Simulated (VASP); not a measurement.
# Fe (P6_3/mmc) in VASP: notebook

Fe is run at these levels: PBE; tasks: relaxation of cell and atoms.

All numbers are computed with VASP 6.6.1; they aren't measurements. Logs are shortened: lines on timing, memory, paths and dates and some standing lists are left out, and cuts for length are marked.

### Step 1. The cell of the first run

It takes space group P6_3/mmc (No. 194, hexagonal). The conventional cell has a = 2.843 Å, b = 2.843 Å, c = 4.412 Å, α = 90.00°, β = 90.00°, γ = 120.00°. Fe (site symmetry -6m2) has 12 Fe at 2.75 to 2.84 Å within 3.6 Å.

This isn't the form of Fe at room conditions, which is bcc.

### Step 2. Relaxation of cell and atoms, PBE, collinear spin, ferromagnetic start

The input, INCAR:

```
SYSTEM = Fe
PREC = Accurate
ENCUT = 600
EDIFF = 1E-7
ISMEAR = 0
SIGMA = 0.1
LREAL = .FALSE.
LASPH = .TRUE.
NELM = 150
ALGO = Fast
ISIF = 3
LWAVE = .FALSE.
LCHARG = .FALSE.
ISPIN = 2
MAGMOM = 3.2 3.2
LORBIT = 11
LMAXMIX = 4
GGA = PE
IBRION = 2
NSW = 80
EDIFFG = -0.05
```

The input, KPOINTS:

```
regular mesh
0
G
  9 9 4
  0 0 0
```

The input, POSCAR:

```
Fe
1.0
    2.8433625940      0.0000000000      0.0000000000
   -1.4216812970      2.4624242386      0.0000000000
    0.0000000000      0.0000000000      4.4122423927
Fe
2
Direct
    0.3333333333      0.6666666667      0.2500000000
    0.6666666667      0.3333333333      0.7500000000
```

Potentials or basis: VASP PAW PBE potentials, release 64 (Fe).

The run is started by

```
> cat potpaw_PBE.64/Fe/POTCAR > POTCAR
> mpirun -np 1 vasp_std > vasp.out
```

OUTCAR:

```text
SYSTEM = Fe
   PREC = Accurate
   ENCUT = 600
   EDIFF = 1E-7
   ISMEAR = 0
   LREAL = .FALSE.
   LASPH = .TRUE.
   NELM = 150
   ISIF = 3
   ISPIN = 2
   LORBIT = 11
   GGA = PE
   IBRION = 2
   NSW = 80
   EDIFFG = -0.05

 ion  position               nearest neighbor table
   1  0.333  0.667  0.250-   2 2.75   2 2.75   2 2.75   2 2.75   2 2.75   2 2.75
   2  0.667  0.333  0.750-   1 2.75   1 2.75   1 2.75   1 2.75   1 2.75   1 2.75

  LATTYP: Found a hexagonal cell.
 ALAT       =     2.8433625940
 C/A-ratio  =     1.5517691630

  Lattice vectors:

 A1 = (   2.8433625940,   0.0000000000,   0.0000000000)
 A2 = (  -1.4216812970,   2.4624242386,   0.0000000000)
 A3 = (   0.0000000000,   0.0000000000,   4.4122423927)

Analysis of symmetry for initial positions (statically):
=====================================================================
 Subroutine PRICEL returns:
 Original cell was already a primitive cell.

 Routine SETGRP: Setting up the symmetry group for a
 hexagonal supercell.

 Subroutine GETGRP returns: Found 24 space group operations
 (whereof 12 operations were pure point group operations)
 out of a pool of 24 trial point group operations.

The static configuration has the point symmetry D_3d.
 The point group associated with its full space group is D_6h.

Analysis of symmetry for dynamics (positions and initial velocities):
=====================================================================
 Subroutine PRICEL returns:
 Original cell was already a primitive cell.

 Routine SETGRP: Setting up the symmetry group for a
 hexagonal supercell.

 Subroutine GETGRP returns: Found 24 space group operations
 (whereof 12 operations were pure point group operations)
 out of a pool of 24 trial point group operations.

The dynamic configuration has the point symmetry D_3d.
 The point group associated with its full space group is D_6h.

Analysis of structural, dynamic, and magnetic symmetry:
=====================================================================
 Subroutine PRICEL returns:
 Original cell was already a primitive cell.

 Routine SETGRP: Setting up the symmetry group for a
 hexagonal supercell.

 Subroutine GETGRP returns: Found 24 space group operations
 (whereof 12 operations were pure point group operations)
 out of a pool of 24 trial point group operations.

The overall configuration has the point symmetry D_3d.
 The point group associated with its full space group is D_6h.

 Subroutine INISYM returns: Found 24 space group operations
 (whereof 12 operations are pure point group operations),
 and found     1 'primitive' translations

[... 124 lines left out ...]
   LRPA    =     F    only Hartree local field effects (RPA)
 conjugate gradient relaxation of ions
 spin polarized calculation
 RMM-DIIS sequential band-by-band and
 Gauss-broadening in eV      SIGMA  =   0.10
  energy-cutoff  :      600.00
  volume of cell :       30.89
 maximum number of plane-waves:      1049
 NGX is ok and might be reduce to    24
   NGX = 11   NGY = 11   NGZ = 17

--------------------------------------- Ionic step        1  -------------------------------------------

 number of electron      15.9999991 magnetization       5.6743595

 Free energy of the ion-electron system (eV)
  ---------------------------------------------------
  ext. energy  EPLUGINS =         0.00000000
  ---------------------------------------------------
  free energy    TOTEN  =       -15.42020751 eV

  energy without entropy =      -15.40440255  energy(sigma->0) =      -15.41230503

------------------------ aborting loop because EDIFF is reached ----------------------------------------

  FORCE on cell =-STRESS in cart. coord.  units (eV):
  Direction    XX          YY          ZZ          XY          YZ          ZX
  --------------------------------------------------------------------------------------
  -------------------------------------------------------------------------------------
  Total       -4.7449140     -4.7449140     -3.7452280      0.0000000      0.0000000      0.0000000
  in kB     -246.0846030   -246.0846030   -194.2380712      0.0000000      0.0000000      0.0000000
  external PRESSURE =    -228.8024257 kB  Pullay stress =       0.0000000 kB
[... 63 lines left out ...]
 number of electron      16.0000002 magnetization       0.0000049

 number of electron      16.0000002 magnetization      -0.0000038

 E-fermi :  13.8970     XC(G=0): -16.7244

 val. band max:       13.8235102456   @ k =   0.4444   0.1111   0.5000
 cond. band min:      13.9578138524   @ k =   0.4444   0.0000   0.5000
 fundamental gap:      0.1343036068
 Fermi energy:        13.8970021725

 spin component 1

 k-point     1 :       0.0000    0.0000    0.0000
  band No.  band energies     occupation
      1       2.2028      1.00000
      2       5.2647      1.00000
      3       9.9340      1.00000
      4      10.4212      1.00000
      5      10.4212      1.00000
      6      11.2116      1.00000
      7      11.2116      1.00000
      8      12.5317      1.00000
      9      12.5317      1.00000
     10      14.0219      0.03870
     11      15.0636      0.00000
     12      15.0636      0.00000
[... 1042 lines left out ...]
 number of electron      15.9999995 magnetization       0.0000012

 number of electron      15.9999995 magnetization      -0.0000000

 Free energy of the ion-electron system (eV)
  ---------------------------------------------------
  ext. energy  EPLUGINS =         0.00000000
  ---------------------------------------------------
  free energy    TOTEN  =       -16.31022722 eV

  energy without entropy =      -16.29950169  energy(sigma->0) =      -16.30486445

 E-fermi :   6.9765     XC(G=0): -13.7947

 val. band max:        6.9351118802   @ k =   0.3333   0.0000   0.2500
 cond. band min:       7.0059176385   @ k =   0.4444   0.0000   0.2500
 fundamental gap:      0.0708057584
 Fermi energy:         6.9765248124

 spin component 1

 k-point     1 :       0.0000    0.0000    0.0000
  band No.  band energies     occupation
      1      -2.0059      1.00000
      2       1.9781      1.00000
      3       5.2530      1.00000
      4       5.2530      1.00000
      5       5.4030      1.00000
      6       5.7228      1.00000
      7       5.7228      1.00000
      8       6.0450      1.00000
      9       6.0450      1.00000
     10       7.4913      0.00000
     11       7.6128      0.00000
     12       7.6128      0.00000
[... 882 lines left out ...]
  FREE ENERGIE OF THE ION-ELECTRON SYSTEM (eV)
  ---------------------------------------------------
  free  energy   TOTEN  =       -16.3102272185 eV

  energy  without entropy=      -16.2995016859  energy(sigma->0) =      -16.30486445

 reached required accuracy - stopping structural energy minimisation

 total charge

# of ion       s       p       d       tot
------------------------------------------
    1        0.536   0.639   6.338   7.513
    2        0.536   0.639   6.338   7.513
--------------------------------------------------
tot          1.072   1.277  12.677  15.026

 magnetization (x)

# of ion       s       p       d       tot
------------------------------------------
    1        0.000   0.000  -0.000   0.000
    2        0.000   0.000  -0.000   0.000
--------------------------------------------------
tot          0.000   0.000  -0.000   0.000
```

CONTCAR:

```text
Fe
   1.00000000000000
     2.4620093473435256    0.0000000000000000   -0.0000000000000000
    -1.2310046736717628    2.1321626391694819   -0.0000000000000000
    -0.0000000000000000    0.0000000000000000    3.8807231680883003
  Fe
     2
Direct
     0.3333333332999970    0.6666666667000030    0.2500000000000000
     0.6666666667000030    0.3333333332999970    0.7500000000000000

  0.00000000E+00  0.00000000E+00  0.00000000E+00
  0.00000000E+00  0.00000000E+00  0.00000000E+00
```

It took 1.7 min on 1 thread of Intel Xeon 6975P-C (Granite Rapids), shared host; peak memory 0.2 GiB.

Results:

* Free energy: -16.3102 eV
* Relaxed volume: 10.19 Å³/atom
* Relaxed cell: a = 2.462 Å, b = 2.462 Å, c = 3.881 Å, α = 90.00°, β = 90.00°, γ = 120.00°
* Space group after relaxing (to 0.1 Å): P6_3/mmc (No. 194)
* Pressure after relaxing: -0.3 GPa
* Band gap on the k mesh: zero (filled and empty bands overlap)
* Net moment: 0.00 μB per cell
* Valence electrons inside the program's atomic spheres: Fe 7.51

Final structure:
```
CELL_PARAMETERS angstrom
2.46201 0.00000 0.00000
-1.23100 2.13216 0.00000
0.00000 0.00000 3.88072
ATOMIC_POSITIONS crystal
Fe 0.33333 0.66667 0.25000
Fe 0.66667 0.33333 0.75000
```

Levels at points of the mesh, in eV from the Fermi level:
Spin up:
```
           k point  band 6  band 7  band 8  band 9  band 10  band 11
(0.00, 0.00, 0.00)   -1.25   -1.25   -0.93   -0.93     0.51     0.64
(0.00, 0.00, 0.50)   -1.85   -1.85   -1.85    0.25     0.25     0.25
```
Spin down:
```tsv
k point	band 5	band 6	band 7	band 8	band 9	band 10	band 11	band 12
(0.00, 0.00, 0.00)	-1.57	-1.25	-1.25	-0.93	-0.93	0.51	0.64	0.64
(0.00, 0.00, 0.50)	-1.85	-1.85	-1.85	-1.85	0.25	0.25	0.25	0.25
```

Caveat: the volume moved by over 15 % at a fixed basis, so the end points are rough.

### Step 3. Relaxation of cell and atoms, PBE, collinear spin, ferromagnetic start

This run uses another cell than the first one, of 12.08 Å³/atom.

The input, INCAR:

```
SYSTEM = Fe
PREC = Accurate
ENCUT = 600
EDIFF = 1E-6
ISMEAR = 0
SIGMA = 0.1
LREAL = .FALSE.
LASPH = .TRUE.
NELM = 150
ALGO = Normal
ISIF = 3
LWAVE = .FALSE.
LCHARG = .FALSE.
ISPIN = 2
MAGMOM = 2.87 2.87
LORBIT = 11
LMAXMIX = 4
GGA = PE
IBRION = 2
NSW = 80
EDIFFG = -0.01
```

The input, KPOINTS:

```
Automatic mesh
0
G
  18 18 10
  0 0 0
```

The input, POSCAR:

```
Fe
1.0
    2.5216045073      0.0000000000      0.0000000000
   -1.2608022537      2.1837735616      0.0000000000
    0.0000000000      0.0000000000      4.3874310984
Fe
2
Direct
    0.3333333333      0.6666666667      0.2500000000
    0.6666666667      0.3333333333      0.7500000000
```

Potentials or basis: VASP PAW PBE potentials, release 64 (Fe).

The run is started by

```
> cat potpaw_PBE.64/Fe/POTCAR > POTCAR
> mpirun -np 1 vasp_std > vasp.out
```

OUTCAR:

```text
SYSTEM = Fe
   PREC = Accurate
   ENCUT = 600
   EDIFF = 1E-6
   ISMEAR = 0
   LREAL = .FALSE.
   LASPH = .TRUE.
   NELM = 150
   ISIF = 3
   ISPIN = 2
   LORBIT = 11
   GGA = PE
   IBRION = 2
   NSW = 80
   EDIFFG = -0.01

 ion  position               nearest neighbor table
   1  0.333  0.667  0.250-   2 2.63   2 2.63   2 2.63   2 2.63   2 2.63   2 2.63
   2  0.667  0.333  0.750-   1 2.63   1 2.63   1 2.63   1 2.63   1 2.63   1 2.63

  LATTYP: Found a hexagonal cell.
 ALAT       =     2.5216045073
 C/A-ratio  =     1.7399362532

  Lattice vectors:

 A1 = (   2.5216045073,   0.0000000000,   0.0000000000)
 A2 = (  -1.2608022537,   2.1837735616,   0.0000000000)
 A3 = (   0.0000000000,   0.0000000000,   4.3874310984)

Analysis of symmetry for initial positions (statically):
=====================================================================
 Subroutine PRICEL returns:
 Original cell was already a primitive cell.

 Routine SETGRP: Setting up the symmetry group for a
 hexagonal supercell.

 Subroutine GETGRP returns: Found 24 space group operations
 (whereof 12 operations were pure point group operations)
 out of a pool of 24 trial point group operations.

The static configuration has the point symmetry D_3d.
 The point group associated with its full space group is D_6h.

Analysis of symmetry for dynamics (positions and initial velocities):
=====================================================================
 Subroutine PRICEL returns:
 Original cell was already a primitive cell.

 Routine SETGRP: Setting up the symmetry group for a
 hexagonal supercell.

 Subroutine GETGRP returns: Found 24 space group operations
 (whereof 12 operations were pure point group operations)
[... 293 lines left out ...]

 k-point     1 :       0.0000    0.0000    0.0000
  band No.  band energies     occupation
      1      -2.9118      1.00000
      2       0.5991      1.00000
      3       2.8615      1.00000
      4       3.1217      1.00000
      5       3.1217      1.00000
      6       3.3575      1.00000
      7       3.3575      1.00000
      8       3.8778      1.00000
      9       3.8778      1.00000
     10       4.7168      1.00000
     11       4.7168      1.00000
     12       4.7172      1.00000
     13      10.6984      0.00000
     14      26.9643      0.00000
[... 403 lines left out ...]
      4       2.8552      1.00000
      5       2.9800      1.00000
      6       3.0494      1.00000
      7       3.4265      1.00000
      8       4.7245      1.00000
      9       4.8648      1.00000
     10       5.1106      1.00000
     11       6.8619      0.00000
     12      10.1814      0.00000
     13      13.9200      0.00000
     14      14.6589      0.00000
     15      17.9162      0.00000

 [... further k-points ...]

 spin component 2

 k-point     1 :       0.0000    0.0000    0.0000
  band No.  band energies     occupation
      1      -2.6241      1.00000
      2       1.8580      1.00000
      3       4.9059      1.00000
      4       4.9763      1.00000
      5       5.5483      0.11897
      6       5.5483      0.11897
      7       5.8427      0.00000
      8       5.8427      0.00000
      9       6.7809      0.00000
     10       6.7809      0.00000
     11       7.7551      0.00000
     12       7.7551      0.00000
     13      12.3489      0.00000
     14      26.6909      0.00000
[... 444 lines left out ...]
  FREE ENERGIE OF THE ION-ELECTRON SYSTEM (eV)
  ---------------------------------------------------
  free  energy   TOTEN  =       -16.0978501460 eV

  energy  without entropy=      -16.0845223846  energy(sigma->0) =      -16.09118627

 reached required accuracy - stopping structural energy minimisation

 total charge

# of ion       s       p       d       tot
------------------------------------------
    1        0.474   0.486   6.204   7.164
    2        0.474   0.486   6.204   7.164
--------------------------------------------------
tot          0.948   0.973  12.409  14.329

 magnetization (x)

# of ion       s       p       d       tot
------------------------------------------
    1       -0.015  -0.034   2.622   2.573
    2       -0.015  -0.034   2.622   2.573
--------------------------------------------------
tot         -0.031  -0.068   5.244   5.146
```

OSZICAR:

```text
N       E                     dE             d eps       ncg     rms          rms(c)
DAV:   1     0.826657537377E+02    0.82666E+02   -0.79493E+03 13432   0.149E+03
DAV:   2    -0.157755896133E+02   -0.98441E+02   -0.90475E+02 13320   0.248E+02
[... 30 lines left out ...]
DAV:   1    -0.160980809843E+02   -0.25032E-03   -0.57761E-03 14629   0.103E+00    0.131E-01
DAV:   2    -0.160978775077E+02    0.20348E-03   -0.69949E-04 15875   0.525E-01    0.109E-01
DAV:   3    -0.160978586875E+02    0.18820E-04   -0.42895E-05 16624   0.123E-01    0.364E-02
DAV:   4    -0.160978520103E+02    0.66772E-05   -0.72532E-06 16268   0.341E-02    0.122E-02
DAV:   5    -0.160978499256E+02    0.20847E-05   -0.25742E-06 10686   0.156E-02    0.246E-03
DAV:   6    -0.160978501460E+02   -0.22033E-06   -0.42668E-07  6954   0.957E-03
   4 F= -.16097850E+02 E0= -.16091186E+02  d E =-.201416E-04  mag=     5.1722
```

CONTCAR:

```text
Fe
   1.00000000000000
     2.5230798377281798   -0.0000000000000338   -0.0000000000000000
    -1.2615399189141485    2.1850512352297629   -0.0000000000000000
    -0.0000000000000000    0.0000000000000000    4.3734568202096424
  Fe
     2
Direct
     0.3333333332999970    0.6666666667000030    0.2500000000000000
     0.6666666667000030    0.3333333332999970    0.7500000000000000

  0.00000000E+00  0.00000000E+00  0.00000000E+00
  0.00000000E+00  0.00000000E+00  0.00000000E+00
```

Run time: 9.4 min. Hardware: 1 thread of Intel Xeon 8259CL, shared host; peak memory 0.27 GiB.

What came out:

| Item | Value |
| --- | --- |
| Free energy | -16.0979 eV |
| Relaxed volume | 12.06 Å³/atom |
| Relaxed cell | a = 2.523 Å, b = 2.523 Å, c = 4.373 Å, α = 90.00°, β = 90.00°, γ = 120.00° |
| Space group after relaxing (to 0.1 Å) | P6_3/mmc (No. 194) |
| Energy gained by relaxing | 0.1 meV/atom |
| Ionic steps | 4 |
| Pressure after relaxing | 0.0 GPa |
| Net moment | 5.17 μB per cell |
| Site moments | Fe +2.57 μB |
| Valence electrons inside the program's atomic spheres | Fe 7.16 |

The path:
```csv
step,energy change (eV),largest force (eV/Å),pressure (GPa),volume (Å³)
1,0.0000,0.0000,-0.32,24.16
2,-0.0002,0.0000,0.23,24.07
3,-0.0002,0.0000,0.13,24.09
4,-0.0002,0.0000,-0.01,24.11
```

Final structure:
```cif
data_structure
_symmetry_space_group_name_H-M 'P 1'
_symmetry_Int_Tables_number 1
_cell_length_a 2.5231
_cell_length_b 2.5231
_cell_length_c 4.3735
_cell_angle_alpha 90.000
_cell_angle_beta 90.000
_cell_angle_gamma 120.000
_cell_volume 24.11
loop_
_atom_site_label
_atom_site_type_symbol
_atom_site_fract_x
_atom_site_fract_y
_atom_site_fract_z
_atom_site_occupancy
Fe1 Fe 0.33333 0.66667 0.25000 1
Fe2 Fe 0.66667 0.33333 0.75000 1
```

Levels at points of the mesh, in eV from the Fermi level:
Spin up:
| k point | band 7 | band 8 | band 9 | band 10 | band 11 | band 12 | band 13 | band 14 | band 15 |
| --- | --- | --- | --- | --- | --- | --- | --- | --- | --- |
| (0.00, 0.00, 0.00) | -2.11 | -1.59 | -1.59 | -0.75 | -0.75 | -0.75 | 5.23 | 21.50 | 21.77 |
| (0.50, 0.00, 0.00) | -2.03 | -0.64 | -0.31 | -0.21 | 1.54 | 3.47 | 8.73 | 9.34 | 11.66 |
| (0.00, 0.00, 0.50) | -2.36 | -2.36 | -1.03 | -1.03 | -1.03 | -1.03 | 12.52 | 12.52 | 22.12 |
| (0.50, 0.00, 0.50) | -0.80 | -0.80 | -0.25 | -0.25 | 1.61 | 1.61 | 7.10 | 7.10 | 17.19 |
Spin down:
```
           k point  band 3  band 4  band 5  band 6  band 7  band 8
(0.00, 0.00, 0.00)   -0.56   -0.49    0.08    0.08    0.38    0.38
(0.50, 0.00, 0.00)   -2.33   -1.02   -0.21    0.04    0.35    2.43
(0.00, 0.00, 0.50)   -1.00   -1.00    0.10    0.10    0.10    0.10
(0.50, 0.00, 0.50)   -1.60   -1.60    0.91    0.91    1.27    1.27
```
